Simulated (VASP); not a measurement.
# N (Amm2) in VASP: single point with PBEsol

Aim: the single point of N with PBEsol.

Program: VASP 6.6.1. These are calculated values, not measurements. Logs are shortened: lines on timing, memory, paths and dates and some standing lists are left out, and cuts for length are marked.

## Step 1: The cell of the first run

The structure is orthorhombic, space group Amm2 (No. 38). The conventional cell has a = 7.219 Å, b = 4.094 Å, c = 6.918 Å, α = 90.00°, β = 90.00°, γ = 90.00°. N (site symmetry m) has 1 N at 1.06 Å within 1.4 Å. Within 1.4 Å of N (site symmetry m) lie 1 N at 1.04 Å.

## Step 2: Single point, PBEsol (strained and its atoms moved)

INCAR reads:

```
  PREC = Accurate
  ENCUT = 520
  EDIFF = 1E-6
  ISMEAR = 0
  SIGMA = 0.02
  LREAL = F
  LASPH = T
  NELM = 80
  ALGO = Normal
  ISIF = 2
  LWAVE = F
  LCHARG = F
  GGA = PS
  NBANDS = 18
```

KPOINTS reads:

```
regular mesh
0
Gamma
  6 6 4
```

POSCAR reads:

```
N
1.0
    4.0936811515      0.0000000000      0.0000000000
   -2.0468405757      3.4591228149      0.0000000000
    0.0000000000      0.0000000000      7.2191261368
N
4
Direct
    0.3531555786      0.7063111672      0.3232583194
    0.3531555786      0.7063111672      0.1767416806
    0.6468444214      0.2936888328      0.8218210588
    0.6468444214      0.2936888328      0.6781789412
```

Potentials or basis: VASP PAW PBE potentials, release 64 (N).

Command:

```sh
> cat potpaw_PBE.64/N/POTCAR > POTCAR
> mpirun -np 1 vasp_std > vasp.out
```

OUTCAR:

```text
PREC = Accurate
   ENCUT = 520
   EDIFF = 1E-6
   ISMEAR = 0
   LREAL = F
   LASPH = T
   NELM = 80
   ISIF = 2
   GGA = PS

 ion  position               nearest neighbor table
   1  0.353  0.706  0.323-   2 1.06
   2  0.353  0.706  0.177-   1 1.06
   3  0.647  0.294  0.822-   4 1.04
   4  0.647  0.294  0.678-   3 1.04

  Warning from LATTYP: Monoclinic adjustment (A1->A3, A2->A1, A3->A2)!
  LATTYP: Found a base centered orthorhombic cell.
 ALAT       =     4.0936811515
 B/A-ratio  =     1.6899815530
 C/A-ratio  =     1.7634803175

  Lattice vectors:

 A1 = (   2.0468405757,  -3.4591228149,   0.0000000000)
 A2 = (   2.0468405758,   3.4591228149,   0.0000000000)
 A3 = (   0.0000000000,   0.0000000000,   7.2191261368)

Analysis of symmetry for initial positions (statically):
=====================================================================
 Subroutine PRICEL returns:
 Original cell was already a primitive cell.

 Routine SETGRP: Setting up the symmetry group for a
 base centered orthorhombic supercell.

 Subroutine GETGRP returns: Found  4 space group operations
 (whereof  2 operations were pure point group operations)
 out of a pool of  8 trial point group operations.

The static configuration has the point symmetry C_1h.
 The point group associated with its full space group is C_2v.

Analysis of symmetry for dynamics (positions and initial velocities):
=====================================================================
 Subroutine PRICEL returns:
 Original cell was already a primitive cell.

 Routine SETGRP: Setting up the symmetry group for a
 base centered orthorhombic supercell.

 Subroutine GETGRP returns: Found  4 space group operations
 (whereof  2 operations were pure point group operations)
 out of a pool of  8 trial point group operations.

The dynamic configuration has the point symmetry C_1h.
 The point group associated with its full space group is C_2v.

 Subroutine INISYM returns: Found  4 space group operations
 (whereof  2 operations are pure point group operations),
 and found     1 'primitive' translations

----------------------------------------------------------------------------------------

                                     Primitive cell

  volume of cell :     102.2268

  direct lattice vectors                    reciprocal lattice vectors
     4.093681152  0.000000000  0.000000000     0.244278917  0.144545316  0.000000000
    -2.046840576  3.459122815  0.000000000     0.000000000  0.289090632  0.000000000
     0.000000000  0.000000000  7.219126137     0.000000000  0.000000000  0.138520921

  length of vectors
     4.093681152  4.019339124  7.219126137     0.283840691  0.289090632  0.138520921

  position of ions in fractional coordinates (direct lattice)
     0.353155579  0.706311167  0.323258319
     0.353155579  0.706311167  0.176741681
     0.646844421  0.293688833  0.821821059
     0.646844421  0.293688833  0.678178941

  ion indices of the primitive-cell ions
   primitive index   ion index
                 1           1
                 2           2
                 3           3
                 4           4

----------------------------------------------------------------------------------------

 KPOINTS: regular mesh

Automatic generation of k-mesh.
 Grid dimensions read from file:
 generate k-points for:    6    6    4

 Generating k-lattice:

  Cartesian coordinates                     Fractional coordinates (reciprocal lattice)
     0.040713153  0.024090886  0.000000000     0.166666667  0.000000000  0.000000000
     0.000000000  0.048181772  0.000000000     0.000000000  0.166666667  0.000000000
     0.000000000  0.000000000  0.034630230     0.000000000  0.000000000  0.250000000

  Length of vectors
     0.047306782  0.048181772  0.034630230

  Shift w.r.t. Gamma in fractional coordinates (k-lattice)
     0.000000000  0.000000000  0.000000000

 Subroutine IBZKPT returns following result:
 ===========================================

 Found     39 irreducible k-points:

 Following reciprocal coordinates:
            Coordinates               Weight
  0.000000  0.000000  0.000000      1.000000
  0.166667 -0.000000  0.000000      4.000000
  0.333333 -0.000000  0.000000      4.000000
  0.500000  0.000000  0.000000      2.000000
  0.000000  0.166667  0.000000      2.000000
  0.166667  0.166667  0.000000      4.000000
[... 16 lines left out ...]
  0.000000  0.333333  0.250000      4.000000
  0.166667  0.333333  0.250000      8.000000
 [... further k-points ...]
   k-points           NKPTS =     39   k-points in BZ     NKDIM =     39   number of bands    NBANDS=     18
   number of dos      NEDOS =    301   number of ions     NIONS =      4
   total plane-waves  NPLWV =  48600
   dimension x,y,z NGX =    30 NGY =   30 NGZ =   54
   dimension x,y,z NGXF=    60 NGYF=   60 NGZF=  108
   ions per type =               4
   NGX,Y,Z   is equivalent  to a cutoff of  12.18, 12.41, 12.44 a.u.
   NGXF,Y,Z  is equivalent  to a cutoff of  24.37, 24.82, 24.87 a.u.
 SYSTEM =  unknown system
   PREC   = accura    normal or accurate (medium, high low for compatibility)
   ISTART =      0    job   : 0-new  1-cont  2-samecut
   ICHARG =      2    charge: 1-file 2-atom 10-const
   ISPIN  =      1    spin polarized calculation?
   LNONCOLLINEAR =      F non collinear calculations
   LSORBIT =      F    spin-orbit coupling
   LASPH  =      T    aspherical Exc in radial PAW
   ENCUT  =  520.0 eV  38.22 Ry    6.18 a.u.   7.61  7.47 13.42*2*pi/ulx,y,z
   NELM   =     80;   NELMIN=  2; NELMDL= -5     # of ELM steps
   EDIFF  = 0.1E-05   stopping-criterion for ELM
   LREAL  =      F    real-space projection
   EDIFFG = 0.1E-04   stopping-criterion for IOM
   NSW    =      0    number of steps for IOM
   IBRION =     -1    ionic relax: 0-MD 1-quasi-New 2-CG
   NFREE  =      0    steps in history (QN), initial steepest desc. (CG)
   ISIF   =      2    stress and relaxation
   ISYM   =      2    0-nonsym 1-usesym 2-fastsym
   POTIM  = 0.5000    time-step for ionic-motion
   TEBEG  =    0.0;   TEEND  =   0.0 temperature during run
   PSTRESS=    0.0 pullay stress
   NELECT =      20.0000    total number of electrons
   NUPDOWN=      -1.0000    fix difference up-down
   EMIN   =  10.00;   EMAX   =-10.00  energy-range for DOS
   EFERMI =   0.00;   METHOD = LEGACY
   ISMEAR =     0;   SIGMA  =   0.02  broadening in eV -4-tet -1-fermi 0-gaus
   EFERMI_NEDOS =   21; number of points for ismear=-14 and -15
   IALGO  =     38    algorithm
   IMIX   =      4    mixing-type and parameters
     AMIX     =   0.40;   BMIX     =  1.00
     AMIX_MAG =   1.60;   BMIX_MAG =  1.00
  volume/ion in A,a.u.               =      25.56       172.47
  Fermi-wavevector in a.u.,A,eV,Ry     =   0.950379  1.795955 12.289046  0.903219
  Thomas-Fermi vector in A             =   2.078750
   LORBIT       =      0    0 simple, 1 ext, 2 COOP (PROOUT), +10 PAW based schemes
   GGA     = PS    functional components
   LHFCALC =     F    Hartree Fock is set to
   AEXX    =    0.0000 exact exchange contribution
   IVDW    =     0    specifies the selected vdW correction
   LEPSILON=     F    determine dielectric tensor
   LRPA    =     F    only Hartree local field effects (RPA)
 non-spin polarized calculation
 Gauss-broadening in eV      SIGMA  =   0.02
  energy-cutoff  :      520.00
  volume of cell :      102.23
 maximum number of plane-waves:      2787
   NGX = 15   NGY = 15   NGZ = 27

 number of electron      19.9999996 magnetization

 Free energy of the ion-electron system (eV)
  ---------------------------------------------------
  ext. energy  EPLUGINS =         0.00000000
  ---------------------------------------------------
  free energy    TOTEN  =       -33.35148578 eV

  energy without entropy =      -33.35148578  energy(sigma->0) =      -33.35148578

 E-fermi :  -6.6399     XC(G=0):  -5.8649

 val. band max:       -6.7324086793   @ k =   0.0000   0.0000   0.0000
 cond. band min:       0.9501805654   @ k =   0.5000   0.0000   0.0000
 fundamental gap:      7.6825892447
 Fermi energy:        -6.6399407467

 k-point     1 :       0.0000    0.0000    0.0000
  band No.  band energies     occupation
      1     -26.3088      2.00000
      2     -25.9674      2.00000
      3     -10.3583      2.00000
      4      -9.6100      2.00000
      5      -9.0633      2.00000
      6      -9.0567      2.00000
[... 10 lines left out ...]
     17       5.8129      0.00000
     18      10.2788      0.00000

 k-point     2 :       0.1667   -0.0000    0.0000
  band No.  band energies     occupation
      1     -26.3051      2.00000
      2     -25.9635      2.00000
      3     -10.3030      2.00000
      4      -9.6262      2.00000
      5      -9.1473      2.00000
      6      -9.0761      2.00000
[... 10 lines left out ...]
     17       6.3566      0.00000
     18       8.7058      0.00000

 k-point     3 :       0.3333   -0.0000    0.0000
  band No.  band energies     occupation
      1     -26.2971      2.00000
      2     -25.9552      2.00000
      3     -10.1751      2.00000
      4      -9.6743      2.00000
      5      -9.3037      2.00000
      6      -9.1136      2.00000
[... 10 lines left out ...]
     17       7.0507      0.00000
     18       7.5483      0.00000

 k-point     4 :       0.5000    0.0000    0.0000
  band No.  band energies     occupation
      1     -26.2931      2.00000
      2     -25.9510      2.00000
      3     -10.0951      2.00000
      4      -9.7137      2.00000
      5      -9.3751      2.00000
      6      -9.1588      2.00000
[... 10 lines left out ...]
     17       6.4061      0.00000
     18       7.3595      0.00000

 k-point     5 :       0.0000    0.1667    0.0000
  band No.  band energies     occupation
      1     -26.3048      2.00000
      2     -25.9632      2.00000
      3     -10.2910      2.00000
      4      -9.6368      2.00000
      5      -9.1450      2.00000
      6      -9.0849      2.00000
[... 10 lines left out ...]
     17       6.3638      0.00000
     18       8.6824      0.00000

 k-point     6 :       0.1667    0.1667    0.0000
  band No.  band energies     occupation
      1     -26.2985      2.00000
      2     -25.9566      2.00000
      3     -10.1875      2.00000
      4      -9.6798      2.00000
      5      -9.2550      2.00000
      6      -9.1300      2.00000
[... 10 lines left out ...]
     17       7.2127      0.00000
     18       7.4017      0.00000

 k-point     7 :       0.3333    0.1667    0.0000
  band No.  band energies     occupation
      1     -26.2927      2.00000
      2     -25.9506      2.00000
      3     -10.0748      2.00000
      4      -9.7325      2.00000
      5      -9.3402      2.00000
      6      -9.1820      2.00000
[... 10 lines left out ...]
     17       6.3674      0.00000
     18       7.7544      0.00000

 k-point     8 :       0.5000    0.1667    0.0000
  band No.  band energies     occupation
      1     -26.2932      2.00000
      2     -25.9511      2.00000
      3     -10.0974      2.00000
      4      -9.7114      2.00000
      5      -9.3310      2.00000
      6      -9.1808      2.00000
[... 10 lines left out ...]
     17       6.7040      0.00000
     18       7.5655      0.00000
[... 229 lines left out ...]
     17       7.5230      0.00000
     18       7.7028      0.00000

 k-point    20 :       0.3333    0.1667    0.2500
  band No.  band energies     occupation
      1     -26.2927      2.00000
      2     -25.9506      2.00000
      3     -10.0530      2.00000
      4      -9.7985      2.00000
      5      -9.3146      2.00000
      6      -9.1647      2.00000
[... 10 lines left out ...]
     17       6.4233      0.00000
     18       7.2604      0.00000

 k-point    21 :       0.5000    0.1667    0.2500
  band No.  band energies     occupation
      1     -26.2931      2.00000
      2     -25.9511      2.00000
      3     -10.0676      2.00000
      4      -9.7854      2.00000
      5      -9.3099      2.00000
      6      -9.1650      2.00000
[... 10 lines left out ...]
     17       6.6749      0.00000
     18       7.1643      0.00000

 k-point    22 :      -0.3333    0.1667    0.2500
  band No.  band energies     occupation
      1     -26.2993      2.00000
      2     -25.9576      2.00000
      3     -10.1621      2.00000
      4      -9.7634      2.00000
      5      -9.2272      2.00000
      6      -9.1155      2.00000
[... 10 lines left out ...]
     17       7.6549      0.00000
     18       7.7546      0.00000

 k-point    23 :       0.0000    0.3333    0.2500
  band No.  band energies     occupation
      1     -26.2959      2.00000
      2     -25.9540      2.00000
      3     -10.0919      2.00000
      4      -9.8046      2.00000
      5      -9.2732      2.00000
      6      -9.1225      2.00000
[... 10 lines left out ...]
     17       7.0305      0.00000
     18       7.8461      0.00000

 k-point    24 :       0.1667    0.3333    0.2500
  band No.  band energies     occupation
      1     -26.2918      2.00000
      2     -25.9498      2.00000
      3     -10.0187      2.00000
      4      -9.8293      2.00000
      5      -9.3071      2.00000
      6      -9.1785      2.00000
[... 10 lines left out ...]
     17       6.3957      0.00000
     18       7.2740      0.00000

 [... further k-points ...]

------------------------ aborting loop because EDIFF is reached ----------------------------------------

  FORCE on cell =-STRESS in cart. coord.  units (eV):
  Direction    XX          YY          ZZ          XY          YZ          ZX
  --------------------------------------------------------------------------------------
  -------------------------------------------------------------------------------------
  Total       -0.1033236     -0.0004232     26.3683536     -0.0000000      0.0000000      0.0000000
  in kB       -1.6193684     -0.0066326    413.2653283     -0.0000000      0.0000000      0.0000000
  external PRESSURE =     137.2131091 kB  Pullay stress =       0.0000000 kB

 VOLUME and BASIS-vectors are now :
 -----------------------------------------------------------------------------
  energy-cutoff  :      520.00
  volume of cell :      102.23
      direct lattice vectors                 reciprocal lattice vectors
     4.093681152  0.000000000  0.000000000     0.244278917  0.144545316  0.000000000
    -2.046840576  3.459122815  0.000000000     0.000000000  0.289090632  0.000000000
     0.000000000  0.000000000  7.219126137     0.000000000  0.000000000  0.138520921

 POSITION                                       TOTAL-FORCE (eV/Angst)
 -----------------------------------------------------------------------------------
     -0.00000      2.44322      2.33364        -0.000000     -0.021946     10.155705
     -0.00000      2.44322      1.27592        -0.000000     -0.021946    -10.155705
      2.04684      1.01591      5.93283         0.000000      0.021946     15.224809
      2.04684      1.01591      4.89586         0.000000      0.021946    -15.224809
 -----------------------------------------------------------------------------------
    total drift:                               -0.000001     -0.000238     -0.000000

  FREE ENERGIE OF THE ION-ELECTRON SYSTEM (eV)
  ---------------------------------------------------
  free  energy   TOTEN  =       -33.3514857838 eV

  energy  without entropy=      -33.3514857838  energy(sigma->0) =      -33.35148578
```

It took 46 s on 1 thread of Intel Xeon Platinum 8375C at 2.90GHz (Ice Lake), shared host; peak memory 0.22 GiB.

What came out:

* Free energy: -33.3515 eV
* Pressure: 13.7 GPa
* Largest force: 15.225 eV/Å
* Band gap on the k mesh: 7.68 eV, indirect (least direct gap 7.77 eV)

Forces on the atoms (eV/Å):
```
N     0.000  -0.022  10.156
N     0.000  -0.022 -10.156
N     0.000   0.022  15.225
N     0.000   0.022 -15.225
```

Caveat: the cell differs from its parent crystal (strained and its atoms moved); the standard files for N, O and F lose accuracy on very short bonds; the PAW data sets were made with another functional, which shifts forces and pressure a little. A k mesh can miss the band edges.
